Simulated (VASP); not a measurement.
# Fe (Im-3m) in VASP: notebook, part 2 of 2

VASP 6.6.1. The steps go on from the part before.

## (3) Single point, LDA, collinear spin, ferromagnetic start

INCAR

```
PREC     = Accurate       # precision mode
ENCUT    = 520            # plane-wave cutoff, eV
EDIFF    = 1E-7           # SCF threshold, eV
ISMEAR   = 1              # smearing method
SIGMA    = 0.1            # smearing width, eV
LREAL    = False          # projectors in reciprocal space
LASPH    = True           # aspherical terms in the spheres
NELM     = 150            # most SCF steps
ALGO     = Normal         # electronic algorithm
ISIF     = 2              # what is computed and relaxed
LWAVE    = False          # write WAVECAR
LCHARG   = True           # write CHGCAR
ISPIN    = 2              # spin polarisation
MAGMOM   = 1.988          # initial moments
LORBIT   = 11             # projections on sites
LMAXMIX  = 4              # l up to which the mixer works
GGA      = CA             # functional
LELF     = True           # ELF
LVHAR    = True         
NBANDS   = 14             # bands
```

KPOINTS

```
regular mesh
0
Gamma
  16 16 16
```

POSCAR

```
Fe
1.0
   -1.3745984210      1.3745984210      1.3745984210
    1.3745984210     -1.3745984210      1.3745984210
    1.3745984210      1.3745984210     -1.3745984210
Fe
1
Direct
    0.0000000000      0.0000000000      0.0000000000
```

Potentials or basis: VASP PAW LDA potentials, release 64 (Fe).

Command:

```bash
$ cat potpaw_LDA.64/Fe/POTCAR > POTCAR
$ mpirun -np 1 vasp_std > vasp.out
```

OUTCAR:

```text
PREC = Accurate
   ENCUT = 520
   EDIFF = 1E-7
   ISMEAR = 1
   LREAL = False
   LASPH = True
   NELM = 150
   ISIF = 2
   ISPIN = 2
   LORBIT = 11
   GGA = CA

 ion  position               nearest neighbor table
   1  0.000  0.000  0.000-

  LATTYP: Found a body centered cubic cell.
 ALAT       =     2.7491968420

  Lattice vectors:

 A1 = (  -1.3745984210,   1.3745984210,   1.3745984210)
 A2 = (   1.3745984210,  -1.3745984210,   1.3745984210)
[... 1024 lines left out ...]
  --------------------------------------------------------------------------------------
  -------------------------------------------------------------------------------------
  Total       -0.0720778     -0.0720778     -0.0720778      0.0000000     -0.0000000      0.0000000
  in kB      -11.1153931    -11.1153931    -11.1153931      0.0000000     -0.0000000      0.0000000
  external PRESSURE =     -11.1153931 kB  Pullay stress =       0.0000000 kB

 VOLUME and BASIS-vectors are now :
 -----------------------------------------------------------------------------
  energy-cutoff  :      520.00
  volume of cell :       10.39
      direct lattice vectors                 reciprocal lattice vectors
    -1.374598421  1.374598421  1.374598421     0.000000000  0.363742597  0.363742597
     1.374598421 -1.374598421  1.374598421     0.363742597  0.000000000  0.363742597
     1.374598421  1.374598421 -1.374598421     0.363742597  0.363742597  0.000000000

 POSITION                                       TOTAL-FORCE (eV/Angst)
 -----------------------------------------------------------------------------------
      0.00000      0.00000      0.00000         0.000000     -0.000000     -0.000000
 -----------------------------------------------------------------------------------
    total drift:                                0.000000     -0.000000      0.000000

  FREE ENERGIE OF THE ION-ELECTRON SYSTEM (eV)
  ---------------------------------------------------
  free  energy   TOTEN  =        -9.2244028475 eV

  energy  without entropy=       -9.2240830271  energy(sigma->0) =       -9.22429624

 total charge

# of ion       s       p       d       tot
------------------------------------------
    1        0.528   0.617   6.334   7.479

 magnetization (x)

# of ion       s       p       d       tot
------------------------------------------
    1       -0.008  -0.029   1.938   1.901
```

OSZICAR:

```text
N       E                     dE             d eps       ncg     rms          rms(c)
DAV:   1     0.203040134239E+02    0.20304E+02   -0.38527E+03  9086   0.726E+02
DAV:   2    -0.953800622937E+01   -0.29842E+02   -0.27657E+02  8918   0.132E+02
DAV:   3    -0.104353050105E+02   -0.89730E+00   -0.88945E+00  9896   0.235E+01
DAV:   4    -0.104382362105E+02   -0.29312E-02   -0.29310E-02  9506   0.120E+00
DAV:   5    -0.104382506163E+02   -0.14406E-04   -0.14406E-04  9986   0.856E-02    0.127E+01
DAV:   6    -0.930736720116E+01    0.11309E+01   -0.93063E+00 10664   0.387E+01    0.478E+00
DAV:   7    -0.924526959546E+01    0.62098E-01   -0.48739E-01 10118   0.877E+00    0.305E+00
DAV:   8    -0.923385748983E+01    0.11412E-01   -0.43796E-03  9554   0.410E-01    0.136E+00
DAV:   9    -0.922466103177E+01    0.91965E-02   -0.41681E-03 10902   0.348E-01    0.332E-01
DAV:  10    -0.922439589919E+01    0.26513E-03   -0.38445E-04 10182   0.175E-01    0.984E-02
DAV:  11    -0.922439904656E+01   -0.31474E-05   -0.47476E-05  9650   0.763E-02    0.222E-02
DAV:  12    -0.922440211176E+01   -0.30652E-05   -0.16127E-06  9994   0.141E-02    0.911E-03
DAV:  13    -0.922440287331E+01   -0.76155E-06   -0.91225E-07  9826   0.888E-03    0.342E-03
DAV:  14    -0.922440284752E+01    0.25790E-07   -0.43158E-08  5290   0.181E-03
   1 F= -.92244028E+01 E0= -.92242962E+01  d E =-.319820E-03  mag=     1.9344
```

Run time: 48 s. Hardware: 1 thread of AMD EPYC 7R43 (Zen 3), shared host; peak memory 0.1 GiB.

Results:

```
Free energy                                           : -9.2244 eV
Pressure                                              : -1.1 GPa
Net moment                                            : 1.93 μB per cell
Site moments                                          : Fe +1.90 μB
Valence electrons inside the program's atomic spheres : Fe 7.48
```

Levels at points of the mesh, in eV from the Fermi level:
Spin up:
```
           k point  band 1  band 2  band 3  band 4  band 5  band 6  band 7  band 8  band 9  band 10
(0.00, 0.00, 0.00)   -9.13   -2.52   -2.52   -2.52   -0.97   -0.97   25.66   25.66   25.66    31.41
(0.50, 0.00, 0.00)   -5.50   -3.78   -0.93   -0.74    0.33    0.62    8.14   18.93   21.43    24.68
(0.50, 0.50, 0.50)   -5.40   -5.40    0.30    0.30    0.30   10.38   10.38   10.38   16.57    16.57
```
Spin down:
| k point | band 1 | band 2 | band 3 | band 4 | band 5 | band 6 | band 7 | band 8 |
| --- | --- | --- | --- | --- | --- | --- | --- | --- |
| (0.00, 0.00, 0.00) | -8.75 | -0.96 | -0.96 | -0.96 | 1.12 | 1.12 | 25.84 | 25.84 |
| (0.50, 0.00, 0.00) | -4.39 | -2.37 | 0.71 | 1.03 | 1.40 | 2.42 | 9.35 | 19.24 |
| (0.50, 0.50, 0.50) | -3.97 | -3.97 | 2.08 | 2.08 | 2.08 | 10.83 | 10.83 | 10.83 |

## (4) Single point, LDA, collinear spin, ferromagnetic start

INCAR

```
SYSTEM = Fe
  PREC = Accurate
  ENCUT = 520
  EDIFF = 1E-7
  ISMEAR = 1
  SIGMA = 0.2
  LREAL = .False.
  LASPH = .True.
  NELM = 150
  ALGO = Normal
  ISIF = 2
  LWAVE = .False.
  LCHARG = .False.
  ISPIN = 2
  MAGMOM = 1.988
  LORBIT = 11
  LMAXMIX = 4
  GGA = CA
  NBANDS = 14
```

KPOINTS

```
Automatic mesh
0
Gamma
  16 16 16
  0 0 0
```

POSCAR is that of step 3.

Potentials or basis: VASP PAW LDA potentials, release 64 (Fe).

Command:

```bash
$ cat potpaw_LDA.64/Fe/POTCAR > POTCAR
$ mpirun -np 1 vasp_std > vasp.out
```

OUTCAR:

```text
SYSTEM = Fe
   PREC = Accurate
   ENCUT = 520
   EDIFF = 1E-7
   ISMEAR = 1
   LREAL = .False.
   LASPH = .True.
   NELM = 150
   ISIF = 2
   ISPIN = 2
   LORBIT = 11
   GGA = CA

 ion  position               nearest neighbor table
   1  0.000  0.000  0.000-

  LATTYP: Found a body centered cubic cell.
 ALAT       =     2.7491968420

  Lattice vectors:

 A1 = (  -1.3745984210,   1.3745984210,   1.3745984210)
 A2 = (   1.3745984210,  -1.3745984210,   1.3745984210)
 A3 = (   1.3745984210,   1.3745984210,  -1.3745984210)

Analysis of symmetry for initial positions (statically):
=====================================================================
 Subroutine PRICEL returns:
 Original cell was already a primitive cell.

 Routine SETGRP: Setting up the symmetry group for a
 body centered cubic supercell.

 Subroutine GETGRP returns: Found 48 space group operations
 (whereof 48 operations were pure point group operations)
 out of a pool of 48 trial point group operations.

The static configuration has the point symmetry O_h .

Analysis of symmetry for dynamics (positions and initial velocities):
=====================================================================
 Subroutine PRICEL returns:
 Original cell was already a primitive cell.

 Routine SETGRP: Setting up the symmetry group for a
 body centered cubic supercell.

 Subroutine GETGRP returns: Found 48 space group operations
 (whereof 48 operations were pure point group operations)
 out of a pool of 48 trial point group operations.

The dynamic configuration has the point symmetry O_h .

Analysis of structural, dynamic, and magnetic symmetry:
=====================================================================
 Subroutine PRICEL returns:
 Original cell was already a primitive cell.

 Routine SETGRP: Setting up the symmetry group for a
 body centered cubic supercell.

 Subroutine GETGRP returns: Found 48 space group operations
 (whereof 48 operations were pure point group operations)
 out of a pool of 48 trial point group operations.

The overall configuration has the point symmetry O_h .

 Subroutine INISYM returns: Found 48 space group operations
 (whereof 48 operations are pure point group operations),
 and found     1 'primitive' translations

----------------------------------------------------------------------------------------

                                     Primitive cell

  volume of cell :      10.3893

  direct lattice vectors                    reciprocal lattice vectors
    -1.374598421  1.374598421  1.374598421     0.000000000  0.363742597  0.363742597
     1.374598421 -1.374598421  1.374598421     0.363742597  0.000000000  0.363742597
     1.374598421  1.374598421 -1.374598421     0.363742597  0.363742597  0.000000000

  length of vectors
     2.380874305  2.380874305  2.380874305     0.514409714  0.514409714  0.514409714

  position of ions in fractional coordinates (direct lattice)
     0.000000000  0.000000000  0.000000000

  ion indices of the primitive-cell ions
   primitive index   ion index
                 1           1

----------------------------------------------------------------------------------------

 KPOINTS: Automatic mesh

Automatic generation of k-mesh.
 Grid dimensions read from file:
 generate k-points for:   16   16   16

 Generating k-lattice:

  Cartesian coordinates                     Fractional coordinates (reciprocal lattice)
[... 67 lines left out ...]
   ISYM   =      2    0-nonsym 1-usesym 2-fastsym
   POTIM  = 0.5000    time-step for ionic-motion
   TEBEG  =    0.0;   TEEND  =   0.0 temperature during run
   PSTRESS=    0.0 pullay stress
   NELECT =       8.0000    total number of electrons
   NUPDOWN=      -1.0000    fix difference up-down
   EMIN   =  10.00;   EMAX   =-10.00  energy-range for DOS
   EFERMI =   0.00;   METHOD = LEGACY
   ISMEAR =     1;   SIGMA  =   0.20  broadening in eV -4-tet -1-fermi 0-gaus
   EFERMI_NEDOS =   21; number of points for ismear=-14 and -15
   IALGO  =     38    algorithm
   IMIX   =      4    mixing-type and parameters
     AMIX     =   0.40;   BMIX     =  1.00
     AMIX_MAG =   1.60;   BMIX_MAG =  1.00
  volume/ion in A,a.u.               =      10.39        70.11
  Fermi-wavevector in a.u.,A,eV,Ry     =   1.500522  2.835575 30.634413  2.251566
  Thomas-Fermi vector in A             =   2.612011
   LORBIT       =     11    0 simple, 1 ext, 2 COOP (PROOUT), +10 PAW based schemes
   GGA     = CA    functional components
   LHFCALC =     F    Hartree Fock is set to
   AEXX    =    0.0000 exact exchange contribution
   IVDW    =     0    specifies the selected vdW correction
   LEPSILON=     F    determine dielectric tensor
   LRPA    =     F    only Hartree local field effects (RPA)
 spin polarized calculation
 Methfessel and Paxton  Order N= 1 SIGMA  =   0.20
  energy-cutoff  :      520.00
  volume of cell :       10.39
 maximum number of plane-waves:       321
 NGX is ok and might be reduce to    18
   NGX =  9   NGY =  9   NGZ =  9

 number of electron       7.9999992 magnetization       1.9480210

 Free energy of the ion-electron system (eV)
  ---------------------------------------------------
  ext. energy  EPLUGINS =         0.00000000
  ---------------------------------------------------
  free energy    TOTEN  =        -9.22471762 eV

  energy without entropy =       -9.22454195  energy(sigma->0) =       -9.22465906

 E-fermi :   6.7403     XC(G=0): -13.9287

 val. band max:        6.7290407490   @ k =  -0.4375   0.4375   0.4375
 cond. band min:       6.7423622324   @ k =  -0.4375   0.5000   0.3750
 fundamental gap:      0.0133214833
 Fermi energy:         6.7402813862

 spin component 1

 k-point     1 :       0.0000    0.0000    0.0000
  band No.  band energies     occupation
      1      -2.3826      1.00000
      2       4.2264      1.00000
      3       4.2264      1.00000
      4       4.2264      1.00000
      5       5.7744      1.00000
      6       5.7744      1.00000
      7      32.4090      0.00000
      8      32.4090      0.00000
      9      32.4090      0.00000
     10      38.1608      0.00000
     11      38.1608      0.00000
     12      40.8528      0.00000
     13      40.8528      0.00000
     14      40.8528      0.00000
[... 379 lines left out ...]
      3       3.7535      1.00000
      4       5.5663      1.00000
      5       6.1436      1.00010
      6       8.0010     -0.00000
      7      19.7139      0.00000
      8      21.8843      0.00000
      9      28.1995      0.00000
     10      33.7394      0.00000
     11      37.9811      0.00000
     12      42.3449      0.00000
     13      46.2507      0.00000
     14      48.8312      0.00000

 [... further k-points ...]

 spin component 2

 k-point     1 :       0.0000    0.0000    0.0000
  band No.  band energies     occupation
      1      -2.0050      1.00000
      2       5.8001      1.00000
      3       5.8001      1.00000
      4       5.8001      1.00000
      5       7.8709     -0.00000
      6       7.8709     -0.00000
      7      32.5885      0.00000
      8      32.5885      0.00000
      9      32.5885      0.00000
     10      38.6433      0.00000
     11      38.6433      0.00000
     12      41.6306      0.00000
     13      41.6306      0.00000
     14      41.6306      0.00000
[... 379 lines left out ...]
      3       5.0261      1.00000
      4       7.4992     -0.00000
      5       8.2020     -0.00000
      6       9.5609     -0.00000
      7      20.5898      0.00000
      8      22.6019      0.00000
      9      28.7915      0.00000
     10      34.1918      0.00000
     11      38.5039      0.00000
     12      42.9063      0.00000
     13      46.7778      0.00000
     14      49.5223      0.00000

 [... further k-points ...]
[... 5 lines left out ...]
  --------------------------------------------------------------------------------------
  -------------------------------------------------------------------------------------
  Total       -0.0560322     -0.0560322     -0.0560322      0.0000000      0.0000000      0.0000000
  in kB       -8.6409356     -8.6409356     -8.6409356      0.0000000      0.0000000      0.0000000
  external PRESSURE =      -8.6409356 kB  Pullay stress =       0.0000000 kB

 VOLUME and BASIS-vectors are now :
 -----------------------------------------------------------------------------
  energy-cutoff  :      520.00
  volume of cell :       10.39
      direct lattice vectors                 reciprocal lattice vectors
    -1.374598421  1.374598421  1.374598421     0.000000000  0.363742597  0.363742597
     1.374598421 -1.374598421  1.374598421     0.363742597  0.000000000  0.363742597
     1.374598421  1.374598421 -1.374598421     0.363742597  0.363742597  0.000000000

 POSITION                                       TOTAL-FORCE (eV/Angst)
 -----------------------------------------------------------------------------------
      0.00000      0.00000      0.00000         0.000000      0.000000     -0.000000
 -----------------------------------------------------------------------------------
    total drift:                                0.000000     -0.000000      0.000000

  FREE ENERGIE OF THE ION-ELECTRON SYSTEM (eV)
  ---------------------------------------------------
  free  energy   TOTEN  =        -9.2247176184 eV

  energy  without entropy=       -9.2245419473  energy(sigma->0) =       -9.22465906

 total charge

# of ion       s       p       d       tot
------------------------------------------
    1        0.528   0.617   6.334   7.479

 magnetization (x)

# of ion       s       p       d       tot
------------------------------------------
    1       -0.009  -0.030   1.953   1.914
```

OSZICAR:

```text
N       E                     dE             d eps       ncg     rms          rms(c)
DAV:   1     0.203042983492E+02    0.20304E+02   -0.38527E+03  9086   0.726E+02
DAV:   2    -0.953664166221E+01   -0.29841E+02   -0.27653E+02  8918   0.132E+02
DAV:   3    -0.104338853810E+02   -0.89724E+00   -0.88913E+00  9896   0.234E+01
DAV:   4    -0.104368199207E+02   -0.29345E-02   -0.29343E-02  9506   0.120E+00
DAV:   5    -0.104368343374E+02   -0.14417E-04   -0.14418E-04  9986   0.857E-02    0.127E+01
DAV:   6    -0.930665594973E+01    0.11302E+01   -0.93152E+00 10664   0.387E+01    0.477E+00
DAV:   7    -0.924505044679E+01    0.61606E-01   -0.48789E-01 10130   0.878E+00    0.303E+00
DAV:   8    -0.923413348600E+01    0.10917E-01   -0.46782E-03  9626   0.416E-01    0.138E+00
DAV:   9    -0.922486509169E+01    0.92684E-02   -0.44812E-03 10976   0.370E-01    0.360E-01
DAV:  10    -0.922472512928E+01    0.13996E-03   -0.59841E-04  9902   0.237E-01    0.133E-01
DAV:  11    -0.922471330313E+01    0.11826E-04   -0.54887E-05  9950   0.100E-01    0.233E-02
DAV:  12    -0.922471684604E+01   -0.35429E-05   -0.24582E-06 10530   0.185E-02    0.105E-02
DAV:  13    -0.922471758274E+01   -0.73670E-06   -0.89621E-07 10124   0.113E-02    0.276E-03
DAV:  14    -0.922471761839E+01   -0.35649E-07   -0.47287E-08  5170   0.177E-03
   1 F= -.92247176E+01 E0= -.92246591E+01  d E =-.175671E-03  mag=     1.9480
```

stdout:

```text
POSCAR found type information on POSCAR Fe
 POSCAR found :  1 types and       1 ions
 scaLAPACK will be used
 LDA part: xc-table for (Slater(with rela. corr.)+CA(PZ))
 , standard interpolation
 POSCAR, INCAR and KPOINTS ok, starting setup
 FFT: planning ... GRIDC
 FFT: planning ... GRID_SOFT
 FFT: planning ... GRID
 WAVECAR not read
 entering main loop
```

Run time: 46 s. Hardware: 1 thread of AMD EPYC 7R43 (Zen 3), shared host; peak memory 0.11 GiB.

What came out:

```yaml
Free_energy: -9.2247 eV
Pressure: -0.9 GPa
Net_moment: 1.95 μB per cell
Site_moments: Fe +1.91 μB
Valence_electrons_inside_the_program's_atomic_spheres: Fe 7.48
```

## (5) Single point, LDA, collinear spin, ferromagnetic start

INCAR

```
ALGO = Normal
EDIFF = 1E-6
ENCUT = 520
GGA = CA
ISIF = 2
ISMEAR = 1
ISPIN = 2
LASPH = True
LCHARG = False
LMAXMIX = 4
LORBIT = 11
LREAL = False
LWAVE = False
MAGMOM = 1.988
NBANDS = 14
NELM = 150
PREC = Accurate
SIGMA = 1.0
```

KPOINTS

```
k-points
0
Gamma
  16 16 16
```

POSCAR is that of step 4.

Command:

```bash
$ cat potpaw_LDA.64/Fe/POTCAR > POTCAR
$ mpirun -np 1 vasp_std > vasp.out
```

Run time: 44 s. Hardware: 1 thread of AMD EPYC 7R43 (Zen 3), shared host; peak memory 0.11 GiB.

It converged, with:

```yaml
Free_energy: -9.1886 eV
Pressure: -3.2 GPa
Net_moment: 1.86 μB per cell
Site_moments: Fe +1.83 μB
Valence_electrons_inside_the_program's_atomic_spheres: Fe 7.48
```

Levels at points of the mesh, in eV from the Fermi level:
Spin up:
| k point | band 3 | band 4 | band 5 | band 6 | band 7 | band 8 |
| --- | --- | --- | --- | --- | --- | --- |
| (0.00, 0.00, 0.00) | -2.46 | -2.46 | -0.92 | -0.92 | 25.72 | 25.72 |
| (0.50, 0.00, 0.00) | -0.87 | -0.68 | 0.39 | 0.67 | 8.20 | 18.99 |
| (0.50, 0.50, 0.50) | 0.35 | 0.35 | 0.35 | 10.44 | 10.44 | 10.44 |
Spin down:
| k point | band 1 | band 2 | band 3 | band 4 | band 5 | band 6 | band 7 |
| --- | --- | --- | --- | --- | --- | --- | --- |
| (0.00, 0.00, 0.00) | -8.72 | -0.95 | -0.95 | -0.95 | 1.10 | 1.10 | 25.88 |
| (0.50, 0.00, 0.00) | -4.38 | -2.36 | 0.74 | 1.02 | 1.39 | 2.43 | 9.36 |
| (0.50, 0.50, 0.50) | -3.97 | -3.97 | 2.08 | 2.08 | 2.08 | 10.86 | 10.86 |

## (6) Overview

```tsv
smearing	gap on the mesh (eV)	pressure (GPa)	moment (μB)
methfessel-paxton 0.03 eV	none	-0.9	1.94
methfessel-paxton 0.1 eV	none	-1.1	1.93
methfessel-paxton 0.2 eV	none	-0.9	1.95
methfessel-paxton 1 eV	none	-3.2	1.86
```

Alike in all rows: task single point; level LDA; potentials or basis VASP PAW LDA potentials, release 64 (Fe); spin collinear, ferromagnetic start; cell as given; k mesh 16 × 16 × 16; cutoff (eV) 520.

Every run on the cell as given and a fine mesh finds a metal.

Absolute energies hang on the potentials; compare differences alone.
